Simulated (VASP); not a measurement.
# Ag (P6_3/mmc) in VASP: notebook, part 2 of 2

VASP 6.6.1.

## 3. Single point, PBE (biaxial strain in the a-b plane: -3.0 %, then relaxed in part)

Contents of INCAR:

```
PREC = Accurate ; ENCUT = 520
EDIFF = 1E-6 ; ISMEAR = 0
SIGMA = 0.1 ; LREAL = False
LASPH = True ; NELM = 80
ALGO = Fast ; ISIF = 2
LWAVE = False ; LCHARG = False
GGA = PE ; NBANDS = 30
```

Contents of KPOINTS:

```
regular mesh
0
Gamma
  24 24 6
```

Contents of POSCAR:

```
Ag
1.0
    2.8462400200      0.0000000000      0.0000000000
   -1.4231200100      2.4649161626      0.0000000000
    0.0000000000      0.0000000000      9.8223084839
Ag
4
Direct
    0.0000000000      0.0000000000      0.0000000000
    0.0000000000      0.0000000000      0.5000000000
    0.3333333333      0.6666666667      0.2500000000
    0.6666666667      0.3333333333      0.7500000000
```

Potentials or basis: VASP PAW PBE potentials, release 64 (Ag).

Started as:

```
cat potpaw_PBE.64/Ag/POTCAR > POTCAR
mpirun -np 1 vasp_std > vasp.out
```

OUTCAR:

```text
PREC = Accurate
   ENCUT = 520
   EDIFF = 1E-6
   ISMEAR = 0
   LREAL = False
   LASPH = True
   NELM = 80
   ISIF = 2
   GGA = PE

 ion  position               nearest neighbor table
   1  0.000  0.000  0.000-   3 2.95   4 2.95   4 2.95   3 2.95   4 2.95   3 2.95
   2  0.000  0.000  0.500-   3 2.95   4 2.95   4 2.95   3 2.95   4 2.95   3 2.95
   3  0.333  0.667  0.250-   1 2.95   2 2.95   1 2.95   2 2.95   1 2.95   2 2.95
   4  0.667  0.333  0.750-   1 2.95   2 2.95   1 2.95   2 2.95   1 2.95   2 2.95

  LATTYP: Found a hexagonal cell.
 ALAT       =     2.8462400200
 C/A-ratio  =     3.4509768730

  Lattice vectors:

 A1 = (   2.8462400200,   0.0000000000,   0.0000000000)
 A2 = (  -1.4231200100,   2.4649161626,   0.0000000000)
 A3 = (   0.0000000000,   0.0000000000,   9.8223084839)

Analysis of symmetry for initial positions (statically):
=====================================================================
 Subroutine PRICEL returns:
 Original cell was already a primitive cell.

 Routine SETGRP: Setting up the symmetry group for a
 hexagonal supercell.

 Subroutine GETGRP returns: Found 24 space group operations
 (whereof 12 operations were pure point group operations)
 out of a pool of 24 trial point group operations.

The static configuration has the point symmetry D_3d.
 The point group associated with its full space group is D_6h.

Analysis of symmetry for dynamics (positions and initial velocities):
=====================================================================
 Subroutine PRICEL returns:
 Original cell was already a primitive cell.

 Routine SETGRP: Setting up the symmetry group for a
 hexagonal supercell.

 Subroutine GETGRP returns: Found 24 space group operations
 (whereof 12 operations were pure point group operations)
 out of a pool of 24 trial point group operations.

The dynamic configuration has the point symmetry D_3d.
 The point group associated with its full space group is D_6h.

 Subroutine INISYM returns: Found 24 space group operations
 (whereof 12 operations are pure point group operations),
 and found     1 'primitive' translations

----------------------------------------------------------------------------------------

                                     Primitive cell

  volume of cell :      68.9108

  direct lattice vectors                    reciprocal lattice vectors
     2.846240020  0.000000000  0.000000000     0.351340714  0.202846656  0.000000000
    -1.423120010  2.464916163  0.000000000     0.000000000  0.405693311  0.000000000
     0.000000000  0.000000000  9.822308484     0.000000000  0.000000000  0.101809061

  length of vectors
     2.846240020  2.846240020  9.822308484     0.405693311  0.405693311  0.101809061

  position of ions in fractional coordinates (direct lattice)
     0.000000000  0.000000000  0.000000000
     0.000000000  0.000000000  0.500000000
     0.333333333  0.666666667  0.250000000
     0.666666667  0.333333333  0.750000000

  ion indices of the primitive-cell ions
   primitive index   ion index
                 1           1
[... 24 lines left out ...]

 Subroutine IBZKPT returns following result:
 ===========================================

 Found    244 irreducible k-points:

 Following reciprocal coordinates:
            Coordinates               Weight
  0.000000  0.000000  0.000000      1.000000
  0.041667  0.000000  0.000000      6.000000
  0.083333  0.000000  0.000000      6.000000
  0.125000 -0.000000  0.000000      6.000000
  0.166667  0.000000  0.000000      6.000000
  0.208333  0.000000  0.000000      6.000000
[... 16 lines left out ...]
  0.416667  0.041667  0.000000     12.000000
  0.458333  0.041667  0.000000     12.000000
 [... further k-points ...]
   k-points           NKPTS =    244   k-points in BZ     NKDIM =    244   number of bands    NBANDS=     30
   number of dos      NEDOS =    301   number of ions     NIONS =      4
   total plane-waves  NPLWV =  46080
   dimension x,y,z NGX =    24 NGY =   24 NGZ =   80
   dimension x,y,z NGXF=    48 NGYF=   48 NGZF=  160
   ions per type =               4
   NGX,Y,Z   is equivalent  to a cutoff of  14.02, 14.02, 13.54 a.u.
   NGXF,Y,Z  is equivalent  to a cutoff of  28.04, 28.04, 27.08 a.u.
 SYSTEM =  unknown system
   PREC   = accura    normal or accurate (medium, high low for compatibility)
   ISTART =      0    job   : 0-new  1-cont  2-samecut
   ICHARG =      2    charge: 1-file 2-atom 10-const
   ISPIN  =      1    spin polarized calculation?
   LNONCOLLINEAR =      F non collinear calculations
   LSORBIT =      F    spin-orbit coupling
   LASPH  =      T    aspherical Exc in radial PAW
   ENCUT  =  520.0 eV  38.22 Ry    6.18 a.u.   5.29  5.29 18.26*2*pi/ulx,y,z
   NELM   =     80;   NELMIN=  2; NELMDL= -5     # of ELM steps
   EDIFF  = 0.1E-05   stopping-criterion for ELM
   LREAL  =      F    real-space projection
   EDIFFG = 0.1E-04   stopping-criterion for IOM
   NSW    =      0    number of steps for IOM
   IBRION =     -1    ionic relax: 0-MD 1-quasi-New 2-CG
   NFREE  =      0    steps in history (QN), initial steepest desc. (CG)
   ISIF   =      2    stress and relaxation
   ISYM   =      2    0-nonsym 1-usesym 2-fastsym
   POTIM  = 0.5000    time-step for ionic-motion
   TEBEG  =    0.0;   TEEND  =   0.0 temperature during run
   PSTRESS=    0.0 pullay stress
   NELECT =      44.0000    total number of electrons
   NUPDOWN=      -1.0000    fix difference up-down
   EMIN   =  10.00;   EMAX   =-10.00  energy-range for DOS
   EFERMI =   0.00;   METHOD = LEGACY
   ISMEAR =     0;   SIGMA  =   0.10  broadening in eV -4-tet -1-fermi 0-gaus
   EFERMI_NEDOS =   21; number of points for ismear=-14 and -15
   IALGO  =     68    algorithm
   IMIX   =      4    mixing-type and parameters
     AMIX     =   0.40;   BMIX     =  1.00
     AMIX_MAG =   1.60;   BMIX_MAG =  1.00
  volume/ion in A,a.u.               =      17.23       116.26
  Fermi-wavevector in a.u.,A,eV,Ry     =   1.409711  2.663967 27.038641  1.987284
  Thomas-Fermi vector in A             =   2.531739
   LORBIT       =      0    0 simple, 1 ext, 2 COOP (PROOUT), +10 PAW based schemes
   GGA     = PE    functional components
   LHFCALC =     F    Hartree Fock is set to
   AEXX    =    0.0000 exact exchange contribution
   IVDW    =     0    specifies the selected vdW correction
   LEPSILON=     F    determine dielectric tensor
   LRPA    =     F    only Hartree local field effects (RPA)
 non-spin polarized calculation
 RMM-DIIS sequential band-by-band and
 Gauss-broadening in eV      SIGMA  =   0.10
  energy-cutoff  :      520.00
  volume of cell :       68.91
 maximum number of plane-waves:      1876
 NGX is ok and might be reduce to    24
   NGX = 11   NGY = 11   NGZ = 37

 number of electron      44.0000000 magnetization

 Free energy of the ion-electron system (eV)
  ---------------------------------------------------
  ext. energy  EPLUGINS =         0.00000000
  ---------------------------------------------------
  free energy    TOTEN  =       -10.79831663 eV

  energy without entropy =      -10.79307039  energy(sigma->0) =      -10.79569351

 E-fermi :   8.3224     XC(G=0): -12.1453

 val. band max:        8.3148922156   @ k =   0.5000  -0.0000   0.1667
 cond. band min:       8.3266981682   @ k =   0.1667   0.0417   0.3333
 fundamental gap:      0.0118059526
 Fermi energy:         8.3223660455

 k-point     1 :       0.0000    0.0000    0.0000
  band No.  band energies     occupation
      1       0.5939      2.00000
      2       1.8075      2.00000
      3       1.8124      2.00000
      4       1.8905      2.00000
      5       3.2886      2.00000
      6       3.5316      2.00000
[... 781 lines left out ...]
     29      16.9802      0.00000
     30      17.8016      0.00000

 [... further k-points ...]

------------------------ aborting loop because EDIFF is reached ----------------------------------------

  FORCE on cell =-STRESS in cart. coord.  units (eV):
  Direction    XX          YY          ZZ          XY          YZ          ZX
  --------------------------------------------------------------------------------------
  -------------------------------------------------------------------------------------
  Total        2.5261978      2.5261978     -0.0413392      0.0000000      0.0000000      0.0000000
  in kB       58.7341507     58.7341507     -0.9611363      0.0000000      0.0000000      0.0000000
  external PRESSURE =      38.8357217 kB  Pullay stress =       0.0000000 kB

 VOLUME and BASIS-vectors are now :
 -----------------------------------------------------------------------------
  energy-cutoff  :      520.00
  volume of cell :       68.91
      direct lattice vectors                 reciprocal lattice vectors
     2.846240020  0.000000000  0.000000000     0.351340714  0.202846656  0.000000000
    -1.423120010  2.464916163  0.000000000     0.000000000  0.405693311  0.000000000
     0.000000000  0.000000000  9.822308484     0.000000000  0.000000000  0.101809061

 POSITION                                       TOTAL-FORCE (eV/Angst)
 -----------------------------------------------------------------------------------
      0.00000      0.00000      0.00000        -0.000000     -0.000000      0.000000
      0.00000      0.00000      4.91115         0.000000     -0.000000      0.000000
     -0.00000      1.64328      2.45558        -0.000000      0.000000     -0.000000
      1.42312      0.82164      7.36673        -0.000000     -0.000000      0.000000
 -----------------------------------------------------------------------------------
    total drift:                               -0.000000      0.000000     -0.000000

  FREE ENERGIE OF THE ION-ELECTRON SYSTEM (eV)
  ---------------------------------------------------
  free  energy   TOTEN  =       -10.7983166345 eV

  energy  without entropy=      -10.7930703874  energy(sigma->0) =      -10.79569351
```

OSZICAR:

```text
N       E                     dE             d eps       ncg     rms          rms(c)
DAV:   1     0.298917021325E+03    0.29892E+03   -0.22731E+04 14648   0.145E+03
DAV:   2    -0.523641891736E+01   -0.30415E+03   -0.28830E+03 15048   0.335E+02
DAV:   3    -0.117733259061E+02   -0.65369E+01   -0.65012E+01 16934   0.561E+01
DAV:   4    -0.118027364360E+02   -0.29411E-01   -0.29405E-01 15702   0.365E+00
DAV:   5    -0.118030267471E+02   -0.29031E-03   -0.29031E-03 16862   0.391E-01    0.102E+01
RMM:   6    -0.108370644441E+02    0.96596E+00   -0.27866E+00 14647   0.112E+01    0.658E+00
RMM:   7    -0.108081189661E+02    0.28945E-01   -0.95707E-02 15062   0.199E+00    0.364E+00
RMM:   8    -0.107984930312E+02    0.96259E-02   -0.76166E-03 15512   0.619E-01    0.380E-01
RMM:   9    -0.107982966978E+02    0.19633E-03   -0.14638E-03 15855   0.248E-01    0.108E-01
RMM:  10    -0.107983158248E+02   -0.19127E-04   -0.13860E-04 16103   0.693E-02    0.724E-02
RMM:  11    -0.107983161460E+02   -0.32119E-06   -0.27373E-05 15901   0.306E-02    0.264E-02
RMM:  12    -0.107983166345E+02   -0.48849E-06   -0.46472E-06 14018   0.144E-02
   1 F= -.10798317E+02 E0= -.10795694E+02  d E =-.524625E-02
```

Wall time 2.6 min (1 thread of Intel Xeon 6975P-C (Granite Rapids), shared host); peak memory 0.47 GiB.

What came out:

* Free energy: -10.7983 eV
* Pressure: 3.9 GPa
* Band gap on the k mesh: zero (bands 22 and 23 overlap by 6.91 eV)

Stress tensor (GPa, compression positive):
```
 5.87  0.00  0.00
 0.00  5.87  0.00
 0.00  0.00 -0.10
```

Caveat: the cell differs from its parent crystal (biaxial strain in the a-b plane: -3.0 %, then relaxed in part); the stress differs along the axes, from -0 to 6 GPa.

## 4. Single point, PBE (biaxial strain in the a-b plane: -2.0 %)

Contents of INCAR:

```
SYSTEM = Ag
ALGO     = Fast           ! electronic algorithm
EDIFF    = 1E-7           ! SCF threshold, eV
ENCUT    = 520            ! plane-wave cutoff, eV
GGA      = PE             ! functional
ISIF     = 2              ! what is computed and relaxed
ISMEAR   = 0              ! smearing method
LASPH    = .TRUE.         ! aspherical terms in the spheres
LCHARG   = .FALSE.        ! write CHGCAR
LREAL    = .FALSE.        ! projectors in reciprocal space
LWAVE    = .FALSE.        ! write WAVECAR
NBANDS   = 30             ! bands
NELM     = 80             ! most SCF steps
PREC     = Accurate       ! precision mode
SIGMA    = 0.1            ! smearing width, eV
```

Contents of KPOINTS:

```
k-points
0
G
  24 24 6
  0 0 0
```

Contents of POSCAR:

```
Ag
1.0
    2.8755827006      0.0000000000      0.0000000000
   -1.4377913503      2.4903276694      0.0000000000
    0.0000000000      0.0000000000      9.6975927915
Ag
4
Direct
    0.0000000000      0.0000000000      0.0000000000
    0.0000000000      0.0000000000      0.5000000000
    0.3333333333      0.6666666667      0.2500000000
    0.6666666667      0.3333333333      0.7500000000
```

Started as:

```
cat potpaw_PBE.64/Ag/POTCAR > POTCAR
mpirun -np 1 vasp_std > vasp.out
```

Run time: 3.4 min. Hardware: 1 thread of Intel Xeon 6975P-C (Granite Rapids), shared host; peak memory 0.46 GiB.

Results (log left out):

| Property | Result |
| --- | --- |
| Free energy | -10.8396 eV |
| Pressure | 2.7 GPa |
| Band gap on the k mesh | zero (bands 22 and 23 overlap by 6.74 eV) |

Stress tensor (GPa, compression positive):
```
3.76 0.00 0.00
0.00 3.76 0.00
0.00 0.00 0.61
```

Levels at points of the mesh, in eV from the Fermi level:
| k point | band 20 | band 21 | band 22 | band 23 | band 24 | band 25 |
| --- | --- | --- | --- | --- | --- | --- |
| (0.00, 0.00, 0.00) | -3.45 | -3.45 | -3.09 | -3.09 | -0.62 | 3.03 |
| (0.50, 0.00, 0.00) | -2.83 | -0.12 | 0.75 | 1.06 | 1.59 | 4.28 |
| (0.00, 0.00, 0.50) | -3.23 | -3.23 | -3.23 | -2.61 | -2.61 | 5.81 |
| (0.50, 0.00, 0.50) | -2.84 | 0.28 | 0.28 | 1.43 | 1.43 | 4.65 |

Caveat: the cell differs from its parent crystal (biaxial strain in the a-b plane: -2.0 %).

## 5. The runs side by side

```csv
cell,further INCAR settings,gap on the mesh (eV),pressure (GPa)
"a = 2.846, b = 2.846, c = 9.755 Å, angles 90.0, 90.0, 120.0°, 4 atoms",ALGO = Fast; EDIFF = 1e-06; NBANDS = 30,none,4.5
"a = 2.846, b = 2.846, c = 9.822 Å, angles 90.0, 90.0, 120.0°, 4 atoms",ALGO = Fast; EDIFF = 1e-06; NBANDS = 30,none,3.9
"a = 2.876, b = 2.876, c = 9.698 Å, angles 90.0, 90.0, 120.0°, 4 atoms",ALGO = Fast; EDIFF = 1e-07; NBANDS = 30,none,2.7
```

Alike in all rows: task single point; level PBE; potentials or basis VASP PAW PBE potentials, release 64 (Ag); no spin polarisation; k mesh 24 × 24 × 6; cutoff (eV) 520; smearing gaussian 0.1 eV.

Caveats: the stress differs along the axes, from 1 to 6 GPa (at least some runs); the stress differs along the axes, from -0 to 6 GPa (at least some runs).

Total energies depend on the potentials used, so only differences within one code and one set of settings carry meaning.

The gap in the log of VASP goes by the Fermi energy; the results here count the filled bands.